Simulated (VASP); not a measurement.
# BP (zinc blende) (F-43m) in VASP: vibrations by perturbation theory with PBE

Aim: the vibrations by perturbation theory of BP (zinc blende) with PBE.

Program: VASP 6.6.1. These are calculated values, not measurements. Logs are shortened: lines on timing, memory, paths and dates and some standing lists are left out, and cuts for length are marked.

### 1 The cell of the first run

Symmetry: F-43m, No. 216, cubic system. The conventional cell has a = 4.580 Å, b = 4.580 Å, c = 4.580 Å, α = 90.00°, β = 90.00°, γ = 90.00°. B (site symmetry -43m) has 4 P at 1.98 Å within 2.6 Å. P (site symmetry -43m) has 4 B at 1.98 Å within 2.6 Å.

### 2 Vibrations by perturbation theory, PBE

INCAR

```
PREC = Accurate
ENCUT = 520
EDIFF = 1E-8
ISMEAR = 0
SIGMA = 0.01
LREAL = False
LASPH = True
NELM = 60
ALGO = Normal
ISIF = 2
LWAVE = False
LCHARG = False
GGA = PE
IBRION = 8
NSW = 1
LEPSILON = True
```

KPOINTS

```
Automatic mesh
0
Gamma
  10 10 10
```

POSCAR

```
BP
1.0
    0.0000000000      2.2899519552      2.2899519552
    2.2899519552      0.0000000000      2.2899519552
    2.2899519552      2.2899519552      0.0000000000
B P
1 1
Direct
    0.0000000000      0.0000000000      0.0000000000
    0.2500000000      0.2500000000      0.2500000000
```

Potentials or basis: VASP PAW PBE potentials, release 64 (B, P).

Started as:

```bash
> cat potpaw_PBE.64/B/POTCAR potpaw_PBE.64/P/POTCAR > POTCAR
> mpirun -np 1 vasp_std > vasp.out
```

OUTCAR:

```text
PREC = Accurate
   ENCUT = 520
   EDIFF = 1E-8
   ISMEAR = 0
   LREAL = False
   LASPH = True
   NELM = 60
   ISIF = 2
   GGA = PE
   IBRION = 8
   NSW = 1
   LEPSILON = True

 ion  position               nearest neighbor table
   1  0.000  0.000  0.000-   2 1.98   2 1.98   2 1.98   2 1.98
   2  0.250  0.250  0.250-   1 1.98   1 1.98   1 1.98   1 1.98

  LATTYP: Found a face centered cubic cell.
 ALAT       =     4.5799039104

  Lattice vectors:

 A1 = (   0.0000000000,   2.2899519552,   2.2899519552)
 A2 = (   2.2899519552,   0.0000000000,   2.2899519552)
 A3 = (   2.2899519552,   2.2899519552,   0.0000000000)

Analysis of symmetry for initial positions (statically):
=====================================================================
 Subroutine PRICEL returns:
 Original cell was already a primitive cell.

 Routine SETGRP: Setting up the symmetry group for a
 face centered cubic supercell.

 Subroutine GETGRP returns: Found 24 space group operations
 (whereof 24 operations were pure point group operations)
 out of a pool of 48 trial point group operations.

The static configuration has the point symmetry T_d .

Analysis of symmetry for dynamics (positions and initial velocities):
=====================================================================
 Subroutine PRICEL returns:
 Original cell was already a primitive cell.

 Routine SETGRP: Setting up the symmetry group for a
 face centered cubic supercell.

 Subroutine GETGRP returns: Found 24 space group operations
 (whereof 24 operations were pure point group operations)
 out of a pool of 48 trial point group operations.

The dynamic configuration has the point symmetry T_d .

 Subroutine INISYM returns: Found 24 space group operations
 (whereof 24 operations are pure point group operations),
 and found     1 'primitive' translations

----------------------------------------------------------------------------------------

                                     Primitive cell

[... 495 lines left out ...]
 ------------------------------------------------------
           9.285760    -0.000000     0.000000
          -0.000000     9.285760     0.000000
           0.000000     0.000000     9.285760
 ------------------------------------------------------

 PIEZOELECTRIC TENSOR (including local field effects)  for field in x, y, z        (e  Angst)
          XX          YY          ZZ          XY          YZ          ZX
  --------------------------------------------------------------------------------
  x    -0.00000    -0.00000     0.00000     0.00000     0.10330     0.00000
  y    -0.00000    -0.00000     0.00000     0.00000     0.00000     0.10330
  z     0.00000    -0.00000    -0.00000     0.10330     0.00000     0.00000

 PIEZOELECTRIC TENSOR (including local field effects)  for field in x, y, z        (C/m^2)
          XX          YY          ZZ          XY          YZ          ZX
  --------------------------------------------------------------------------------
  x    -0.00000    -0.00000     0.00000     0.00000     0.06891     0.00000
  y    -0.00000    -0.00000     0.00000     0.00000     0.00000     0.06891
  z     0.00000    -0.00000    -0.00000     0.06891     0.00000     0.00000

 BORN EFFECTIVE CHARGES (including local field effects) (in |e|, cummulative output)
 ---------------------------------------------------------------------------------
 ion    1
    1    -0.40745     0.00000    -0.00000
    2     0.00000    -0.40745     0.00000
    3    -0.00000     0.00000    -0.40745
 ion    2
    1     0.40745     0.00000     0.00000
    2     0.00000     0.40745    -0.00000
    3     0.00000     0.00000     0.40745

 INTERNAL STRAIN TENSOR FOR ION    2 for displacements in x,y,z  (eV/Angst):
          X           Y           Z          XY          YZ          ZX
  --------------------------------------------------------------------------------
  x     0.00000     0.00000     0.00000     0.00000    -5.61994     0.00000
  y     0.00000    -0.00000     0.00000     0.00000     0.00000    -5.61994
  z     0.00000     0.00000     0.00000    -5.61994     0.00000     0.00000

 SECOND DERIVATIVES (NOT SYMMETRIZED)
 ------------------------------------
               1X          1Y          1Z          2X          2Y          2Z
  1X   -18.021547    0.000000    0.000000   18.021547    0.000000    0.000000
  1Y     0.000000  -18.021547    0.000000    0.000000   18.021547    0.000000
  1Z     0.000000    0.000000  -18.021547    0.000000    0.000000   18.021547
  2X    18.019556    0.000000    0.000000  -18.019556    0.000000    0.000000
  2Y     0.000000   18.019556    0.000000    0.000000  -18.019556    0.000000
  2Z     0.000000    0.000000   18.019556    0.000000    0.000000  -18.019556

 Eigenvectors and eigenvalues of the dynamical matrix
 ----------------------------------------------------

   1 f  =   23.443323 THz   147.298745 2PiTHz  781.985094 cm-1    96.953751 meV
             X         Y         Z           dx          dy          dz
      0.000000  0.000000  0.000000     0.860983   -0.000000    0.000000
      1.144976  1.144976  1.144976    -0.508633    0.000000    0.000000
[... 21 lines left out ...]
   6 f/i=    0.000567 THz     0.003563 2PiTHz    0.018915 cm-1     0.002345 meV
             X         Y         Z           dx          dy          dz
      0.000000  0.000000  0.000000     0.379960   -0.334668    0.048335
      1.144976  1.144976  1.144976     0.643172   -0.566505    0.081818

--------------------------------------------------------------------------------------------------------

 MACROSCOPIC STATIC DIELECTRIC TENSOR IONIC CONTRIBUTION
 ------------------------------------------------------
           0.069412    -0.000000     0.000000
          -0.000000     0.069412    -0.000000
           0.000000    -0.000000     0.069412
 ------------------------------------------------------

 ELASTIC MODULI CONTR FROM IONIC RELAXATION (kBar)
 Direction    XX          YY          ZZ          XY          YZ          ZX
 --------------------------------------------------------------------------------
 XX          -0.0000      0.0000      0.0000     -0.0000      0.0000      0.0000
 YY           0.0000     -0.0000      0.0000     -0.0000     -0.0000     -0.0000
 ZZ           0.0000      0.0000     -0.0000      0.0000     -0.0000      0.0000
 XY          -0.0000     -0.0000      0.0000   -125.4382      0.0000      0.0000
 YZ           0.0000     -0.0000     -0.0000      0.0000   -125.4382      0.0000
 ZX           0.0000     -0.0000      0.0000      0.0000      0.0000   -125.4382
 --------------------------------------------------------------------------------

 PIEZOELECTRIC TENSOR IONIC CONTR  for field in x, y, z        (C/m^2)
          XX          YY          ZZ          XY          YZ          ZX
  --------------------------------------------------------------------------------
  x     0.00000    -0.00000    -0.00000    -0.00000    -0.08780     0.00000
  y     0.00000    -0.00000     0.00000     0.00000     0.00000    -0.08780
  z    -0.00000    -0.00000     0.00000    -0.08780    -0.00000     0.00000
```

OSZICAR:

```text
N       E                     dE             d eps       ncg     rms          rms(c)
DAV:   1     0.978549558944E+01    0.97855E+01   -0.41945E+03   760   0.907E+02
DAV:   2    -0.133309035630E+02   -0.23116E+02   -0.22404E+02  1208   0.110E+02
DAV:   3    -0.135749794583E+02   -0.24408E+00   -0.24408E+00   896   0.151E+01
DAV:   4    -0.135756623739E+02   -0.68292E-03   -0.68292E-03  1192   0.785E-01
[... 158 lines left out ...]
RMM:   7    -0.410782434220E-01    0.10683E-05   -0.36204E-07  4505   0.992E-04    0.107E-04
RMM:   8    -0.410770430675E-01    0.12004E-05   -0.25683E-07  4641   0.178E-04    0.606E-05
RMM:   9    -0.410769600994E-01    0.82968E-07   -0.62088E-08  4744   0.596E-05    0.108E-05
RMM:  10    -0.410770108697E-01   -0.50770E-07    0.41724E-08  4776   0.174E-05    0.134E-05
RMM:  11    -0.410770078944E-01    0.29753E-08    0.66463E-08  4360   0.548E-06    0.465E-07
 Linear response finished
```

Wall time 1.9 min (1 thread of Intel Xeon Platinum 8559C (Emerald Rapids), shared host); peak memory 0.2 GiB.

Results:

```
Electronic dielectric tensor (diagonal)                 : 9.29
Born charges (mean of the diagonal)                     : B -0.41; P +0.41 e
Highest phonon frequency at Γ, LO-TO splitting left out : 782 cm⁻¹
```

Phonon frequencies in cm⁻¹ (negative: imaginary):
| q point | frequencies |
| --- | --- |
| (0.000, 0.000, 0.000) | 0 0 0 782 782 782 |

Electronic dielectric tensor:
```
9.29 0.00 0.00
0.00 9.29 0.00
0.00 0.00 9.29
```

Born effective charge tensors (e):
atom 1, B
```
-0.41  0.00  0.00
 0.00 -0.41  0.00
 0.00  0.00 -0.41
```
atom 2, P
```
0.41 0.00 0.00
0.00 0.41 0.00
0.00 0.00 0.41
```

Caveat: the cell wasn't relaxed at this level first, which shifts response properties.
